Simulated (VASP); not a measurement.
# Si4N (Immm) in VASP: further runs

Runs on Si4N. Level: PBE. Tasks: single point.

All numbers are computed with VASP 6.6.1; they aren't measurements. Logs are shortened: lines on timing, memory, paths and dates and some standing lists are left out, and cuts for length are marked.

## Step 1: The cell of the first run

Symmetry: Immm, No. 71, orthorhombic system. The conventional cell has a = 3.407 Å, b = 5.634 Å, c = 6.509 Å, α = 90.00°, β = 90.00°, γ = 90.00°. Si (site symmetry m) has 4 Si at 2.03 to 2.19 Å and 3 N at 2.49 to 2.63 Å within 2.7 Å. Within 3.3 Å of N (site symmetry mmm) lie 12 Si at 2.49 to 2.63 Å.

## Step 2: Single point, PBE

The input, INCAR:

```
SYSTEM = Si4N
ALGO = Normal
EDIFF = 1E-7
ENCUT = 520
GGA = PE
ISIF = 2
ISMEAR = 0
LASPH = .TRUE.
LCHARG = .FALSE.
LREAL = .FALSE.
LWAVE = .FALSE.
NBANDS = 18
NELM = 80
PREC = Accurate
SIGMA = 0.1
```

The input, KPOINTS:

```
k-points
0
G
  6 6 6
  0 0 0
```

The input, POSCAR:

```
Si4N
1.0
   -1.7036446900      2.8168838900      3.2543486900
    1.7036446900     -2.8168838900      3.2543486900
    1.7036446900      2.8168838900     -3.2543486900
Si N
4 1
Direct
    0.1508000000      0.3441000100      0.8067000000
    0.8492000000      0.6558999900      0.1933000000
    0.4625999900      0.6558999900      0.8067000000
    0.5374000100      0.3441000100      0.1933000000
    0.0000000000      0.0000000000      0.0000000000
```

Potentials or basis: VASP PAW PBE potentials, release 64 (Si, N).

Run with:

```bash
cat potpaw_PBE.64/Si/POTCAR potpaw_PBE.64/N/POTCAR > POTCAR
mpirun -np 1 vasp_std > vasp.out
```

OUTCAR:

```text
SYSTEM = Si4N
   EDIFF = 1E-7
   ENCUT = 520
   GGA = PE
   ISIF = 2
   ISMEAR = 0
   LASPH = .TRUE.
   LREAL = .FALSE.
   NELM = 80
   PREC = Accurate

 ion  position               nearest neighbor table
   1  0.151  0.344  0.807-   3 2.03   4 2.18   2 2.19   2 2.19   2 2.98
   2  0.849  0.656  0.193-   4 2.03   3 2.18   1 2.19   1 2.19   1 2.98
   3  0.463  0.656  0.807-   1 2.03   2 2.18   4 2.19   4 2.19   4 2.98
   4  0.537  0.344  0.193-   2 2.03   1 2.18   3 2.19   3 2.19   3 2.98
   5  0.000  0.000  0.000-

  LATTYP: Found a body centered orthorhombic cell.
 ALAT       =     3.4072893800
 B/A-ratio  =     1.6534456431
 C/A-ratio  =     1.9102273550

  Lattice vectors:

 A1 = (  -1.7036446900,   2.8168838900,   3.2543486900)
 A2 = (   1.7036446900,  -2.8168838900,   3.2543486900)
 A3 = (   1.7036446900,   2.8168838900,  -3.2543486900)

Analysis of symmetry for initial positions (statically):
=====================================================================
 Subroutine PRICEL returns:
 Original cell was already a primitive cell.

 Routine SETGRP: Setting up the symmetry group for a
 body centered orthorhombic supercell.

 Subroutine GETGRP returns: Found  8 space group operations
 (whereof  8 operations were pure point group operations)
 out of a pool of  8 trial point group operations.

The static configuration has the point symmetry D_2h.

Analysis of symmetry for dynamics (positions and initial velocities):
=====================================================================
 Subroutine PRICEL returns:
 Original cell was already a primitive cell.

 Routine SETGRP: Setting up the symmetry group for a
 body centered orthorhombic supercell.

 Subroutine GETGRP returns: Found  8 space group operations
 (whereof  8 operations were pure point group operations)
 out of a pool of  8 trial point group operations.

The dynamic configuration has the point symmetry D_2h.

 Subroutine INISYM returns: Found  8 space group operations
 (whereof  8 operations are pure point group operations),
 and found     1 'primitive' translations

----------------------------------------------------------------------------------------

                                     Primitive cell

  volume of cell :      62.4701

  direct lattice vectors                    reciprocal lattice vectors
    -1.703644690  2.816883890  3.254348690     0.000000000  0.177501104  0.153640574
     1.703644690 -2.816883890  3.254348690     0.293488427  0.000000000  0.153640574
     1.703644690  2.816883890 -3.254348690     0.293488427  0.177501104  0.000000000

  length of vectors
     4.629041529  4.629041529  4.629041529     0.234759596  0.331271615  0.342989939

  position of ions in fractional coordinates (direct lattice)
     0.150800000  0.344100010  0.806700000
     0.849200000  0.655899990  0.193300000
     0.462599990  0.655899990  0.806700000
     0.537400010  0.344100010  0.193300000
     0.000000000  0.000000000  0.000000000

  ion indices of the primitive-cell ions
   primitive index   ion index
                 1           1
                 2           2
                 3           3
                 4           4
                 5           5

----------------------------------------------------------------------------------------

 KPOINTS: k-points

Automatic generation of k-mesh.
 Grid dimensions read from file:
 generate k-points for:    6    6    6

 Generating k-lattice:

  Cartesian coordinates                     Fractional coordinates (reciprocal lattice)
     0.000000000  0.029583517  0.025606762     0.166666667  0.000000000  0.000000000
     0.048914738  0.000000000  0.025606762     0.000000000  0.166666667  0.000000000
     0.048914738  0.029583517  0.000000000     0.000000000  0.000000000  0.166666667

  Length of vectors
     0.039126599  0.055211936  0.057164990

  Shift w.r.t. Gamma in fractional coordinates (k-lattice)
     0.000000000  0.000000000  0.000000000

 Subroutine IBZKPT returns following result:
 ===========================================

 Found     46 irreducible k-points:

 Following reciprocal coordinates:
            Coordinates               Weight
  0.000000  0.000000  0.000000      1.000000
  0.166667  0.000000 -0.000000      4.000000
  0.333333  0.000000  0.000000      4.000000
  0.500000  0.000000 -0.000000      2.000000
  0.000000  0.166667  0.000000      4.000000
  0.166667  0.166667 -0.000000      8.000000
[... 16 lines left out ...]
 -0.166667  0.166667  0.166667      2.000000
  0.166667  0.333333  0.166667      4.000000
 [... further k-points ...]
   k-points           NKPTS =     46   k-points in BZ     NKDIM =     46   number of bands    NBANDS=     18
   number of dos      NEDOS =    301   number of ions     NIONS =      5
   total plane-waves  NPLWV =  46656
   dimension x,y,z NGX =    36 NGY =   36 NGZ =   36
   dimension x,y,z NGXF=    72 NGYF=   72 NGZF=   72
   ions per type =               4   1
   NGX,Y,Z   is equivalent  to a cutoff of  12.93, 12.93, 12.93 a.u.
   NGXF,Y,Z  is equivalent  to a cutoff of  25.86, 25.86, 25.86 a.u.
 SYSTEM =  Si4N
   PREC   = accura    normal or accurate (medium, high low for compatibility)
   ISTART =      0    job   : 0-new  1-cont  2-samecut
   ICHARG =      2    charge: 1-file 2-atom 10-const
   ISPIN  =      1    spin polarized calculation?
   LNONCOLLINEAR =      F non collinear calculations
   LSORBIT =      F    spin-orbit coupling
   LASPH  =      T    aspherical Exc in radial PAW
   ENCUT  =  520.0 eV  38.22 Ry    6.18 a.u.   8.61  8.61  8.61*2*pi/ulx,y,z
   NELM   =     80;   NELMIN=  2; NELMDL= -5     # of ELM steps
   EDIFF  = 0.1E-06   stopping-criterion for ELM
   LREAL  =      F    real-space projection
   EDIFFG = 0.1E-05   stopping-criterion for IOM
   NSW    =      0    number of steps for IOM
   IBRION =     -1    ionic relax: 0-MD 1-quasi-New 2-CG
   NFREE  =      0    steps in history (QN), initial steepest desc. (CG)
   ISIF   =      2    stress and relaxation
   ISYM   =      2    0-nonsym 1-usesym 2-fastsym
   POTIM  = 0.5000    time-step for ionic-motion
   TEBEG  =    0.0;   TEEND  =   0.0 temperature during run
   PSTRESS=    0.0 pullay stress
   NELECT =      21.0000    total number of electrons
   NUPDOWN=      -1.0000    fix difference up-down
   EMIN   =  10.00;   EMAX   =-10.00  energy-range for DOS
   EFERMI =   0.00;   METHOD = LEGACY
   ISMEAR =     0;   SIGMA  =   0.10  broadening in eV -4-tet -1-fermi 0-gaus
   EFERMI_NEDOS =   21; number of points for ismear=-14 and -15
   IALGO  =     38    algorithm
   IMIX   =      4    mixing-type and parameters
     AMIX     =   0.40;   BMIX     =  1.00
     AMIX_MAG =   1.60;   BMIX_MAG =  1.00
  volume/ion in A,a.u.               =      12.49        84.31
  Fermi-wavevector in a.u.,A,eV,Ry     =   1.138301  2.151078 17.629476  1.295730
  Thomas-Fermi vector in A             =   2.275006
   LORBIT       =      0    0 simple, 1 ext, 2 COOP (PROOUT), +10 PAW based schemes
   GGA     = PE    functional components
   LHFCALC =     F    Hartree Fock is set to
   AEXX    =    0.0000 exact exchange contribution
   IVDW    =     0    specifies the selected vdW correction
   LEPSILON=     F    determine dielectric tensor
   LRPA    =     F    only Hartree local field effects (RPA)
 non-spin polarized calculation
 Gauss-broadening in eV      SIGMA  =   0.10
  energy-cutoff  :      520.00
  volume of cell :       62.47
 maximum number of plane-waves:      1704
 NGX is ok and might be reduce to    36
   NGX = 17   NGY = 17   NGZ = 17

 number of electron      21.0000000 magnetization

 Free energy of the ion-electron system (eV)
  ---------------------------------------------------
  ext. energy  EPLUGINS =         0.00000000
  ---------------------------------------------------
  free energy    TOTEN  =       -22.01767427 eV

  energy without entropy =      -22.00183937  energy(sigma->0) =      -22.00975682

 E-fermi :   9.2516     XC(G=0): -11.2459

 val. band max:        9.2453847470   @ k =   0.3333  -0.3333   0.3333
 cond. band min:       9.2666850714   @ k =   0.5000   0.5000   0.1667
 fundamental gap:      0.0213003244
 Fermi energy:         9.2515790312

 k-point     1 :       0.0000    0.0000    0.0000
  band No.  band energies     occupation
      1      -6.5044      2.00000
      2      -1.6202      2.00000
      3       1.3888      2.00000
      4       1.7495      2.00000
      5       2.4456      2.00000
      6       5.0442      2.00000
[... 10 lines left out ...]
     17      15.9045      0.00000
     18      17.4780      0.00000

 k-point     2 :       0.1667    0.0000   -0.0000
  band No.  band energies     occupation
      1      -6.3355      2.00000
      2      -2.0309      2.00000
      3       0.4656      2.00000
      4       2.1694      2.00000
      5       3.7135      2.00000
      6       4.4655      2.00000
[... 10 lines left out ...]
     17      15.4387      0.00000
     18      17.5036      0.00000

 k-point     3 :       0.3333    0.0000    0.0000
  band No.  band energies     occupation
      1      -5.8826      2.00000
      2      -3.0481      2.00000
      3       0.2372      2.00000
      4       2.5446      2.00000
      5       3.4099      2.00000
      6       4.9991      2.00000
[... 10 lines left out ...]
     17      15.5195      0.00000
     18      16.8870      0.00000

 k-point     4 :       0.5000    0.0000   -0.0000
  band No.  band energies     occupation
      1      -5.5194      2.00000
      2      -3.6760      2.00000
      3       0.2962      2.00000
      4       2.4773      2.00000
      5       3.7680      2.00000
      6       4.1280      2.00000
[... 375 lines left out ...]
      4       2.0608      2.00000
      5       2.6638      2.00000
      6       3.6167      2.00000
[... 10 lines left out ...]
     17      16.0660      0.00000
     18      16.4225      0.00000

 k-point    23 :      -0.1667    0.1667    0.1667
  band No.  band energies     occupation
      1      -5.5524      2.00000
      2      -1.6852      2.00000
      3       2.0613      2.00000
      4       2.5733      2.00000
      5       2.6928      2.00000
      6       3.9336      2.00000
[... 10 lines left out ...]
     17      16.8917      0.00000
     18      17.5356      0.00000

 k-point    24 :       0.1667    0.3333    0.1667
  band No.  band energies     occupation
      1      -4.5773      2.00000
      2      -2.2248      2.00000
      3       0.2430      2.00000
      4       1.2559      2.00000
      5       2.6266      2.00000
      6       3.8147      2.00000
[... 10 lines left out ...]
     17      15.9397      0.00000
     18      17.7180      0.00000

 [... further k-points ...]
[... 5 lines left out ...]
  --------------------------------------------------------------------------------------
  -------------------------------------------------------------------------------------
  Total        9.7919804     15.9569937     29.1406458      0.0000000      0.0000000      0.0000000
  in kB      251.1360585    409.2508695    747.3735248      0.0000000      0.0000000      0.0000000
  external PRESSURE =     469.2534842 kB  Pullay stress =       0.0000000 kB

 VOLUME and BASIS-vectors are now :
 -----------------------------------------------------------------------------
  energy-cutoff  :      520.00
  volume of cell :       62.47
      direct lattice vectors                 reciprocal lattice vectors
    -1.703644690  2.816883890  3.254348690     0.000000000  0.177501104  0.153640574
     1.703644690 -2.816883890  3.254348690     0.293488427  0.000000000  0.153640574
     1.703644690  2.816883890 -3.254348690     0.293488427  0.177501104  0.000000000

 POSITION                                       TOTAL-FORCE (eV/Angst)
 -----------------------------------------------------------------------------------
      1.70364      1.72788     -1.01471        -0.000000     -1.643120     -3.923547
     -0.00000      1.08901      4.26905        -0.000000      1.643120      3.923547
      1.70364      1.72788      1.01471         0.000000     -1.643120      3.923547
     -0.00000      1.08901      2.23964        -0.000000      1.643120     -3.923547
      0.00000      0.00000      0.00000         0.000000      0.000000     -0.000000
 -----------------------------------------------------------------------------------
    total drift:                                0.000000      0.000000      0.000000

  FREE ENERGIE OF THE ION-ELECTRON SYSTEM (eV)
  ---------------------------------------------------
  free  energy   TOTEN  =       -22.0176742734 eV

  energy  without entropy=      -22.0018393715  energy(sigma->0) =      -22.00975682
```

Wall time 52 s (1 thread of AMD EPYC 7R13 (Zen 3), shared host); peak memory 0.18 GiB.

What came out:

| Item | Value |
| --- | --- |
| Free energy | -22.0177 eV |
| Pressure | 46.9 GPa |
| Largest force | 4.254 eV/Å |

Forces in eV/Å, atoms in the order of the input:
```
Si   0.000 -1.643 -3.924
Si   0.000  1.643  3.924
Si   0.000 -1.643  3.924
Si   0.000  1.643 -3.924
N    0.000  0.000  0.000
```

Stress tensor (GPa, compression positive):
```
25.11  0.00  0.00
 0.00 40.93  0.00
 0.00  0.00 74.74
```

Caveat: forces of over 1 eV/Å act on the atoms, so gaps and moduli don't describe the material at rest.

## Step 3: Single point, PBE

This run uses another cell than the first one, of 16.57 Å³/atom, 1.326 times its volume.

Edit INCAR of step 2 so:

```diff
@@ -2,3 +2,3 @@
 ALGO = Normal
-EDIFF = 1E-7
+EDIFF = 1E-6
 ENCUT = 520
@@ -12,3 +12,3 @@
 NBANDS = 18
-NELM = 80
+NELM = 60
 PREC = Accurate
```

KPOINTS is that of step 2.

The input, POSCAR:

```
Si4N
1.0
   -1.9938129353      3.5968033105      2.8886337629
    1.9938129353     -3.5968033105      2.8886337629
    1.9938129353      3.5968033105     -2.8886337629
Si N
4 1
Direct
    0.1034695923      0.2654437034      0.8380258889
    0.8965304077      0.7345562966      0.1619741111
    0.5725821854      0.7345562966      0.8380258889
    0.4274178146      0.2654437034      0.1619741111
    0.0000000000      0.0000000000      0.0000000000
```

Potentials or basis: VASP PAW PBE potentials, release 64 (Si, N).

Run with:

```bash
cat potpaw_PBE.64/Si/POTCAR potpaw_PBE.64/N/POTCAR > POTCAR
mpirun -np 1 vasp_std > vasp.out
```

It took 62 s on 1 thread of AMD EPYC 7R13 (Zen 3), shared host; peak memory 0.22 GiB.

It converged, with:

| Item | Value |
| --- | --- |
| Free energy | -28.2139 eV |
| Pressure | 0.0 GPa |
| Largest force | 0.010 eV/Å |

Forces on the atoms (eV/Å):
```
Si   0.000  0.007 -0.008
Si   0.000 -0.007  0.008
Si   0.000  0.007  0.008
Si   0.000 -0.007 -0.008
N    0.000  0.000  0.000
```

Stress tensor (GPa, compression positive):
```
-0.06  0.00  0.00
 0.00 -0.08  0.00
 0.00  0.00  0.04
```

Levels at points of the mesh, in eV from the Fermi level:
| k point | band 7 | band 8 | band 9 | band 10 | band 11 | band 12 | band 13 | band 14 |
| --- | --- | --- | --- | --- | --- | --- | --- | --- |
| (0.00, 0.00, 0.00) | -3.57 | -3.32 | -2.50 | -1.79 | -0.35 | 1.34 | 2.38 | 2.54 |
| (0.50, 0.00, 0.00) | -3.65 | -3.21 | -2.53 | -0.52 | 0.14 | 0.76 | 1.20 | 2.52 |
| (0.00, 0.50, 0.00) | -4.14 | -3.41 | -2.92 | -1.67 | 0.53 | 2.06 | 2.82 | 3.26 |
| (0.50, 0.50, 0.00) | -4.34 | -4.00 | -3.05 | -1.52 | 0.29 | 0.82 | 1.43 | 4.32 |
| (0.50, 0.50, 0.50) | -4.20 | -1.47 | -0.64 | -0.54 | -0.10 | 1.53 | 1.65 | 3.15 |
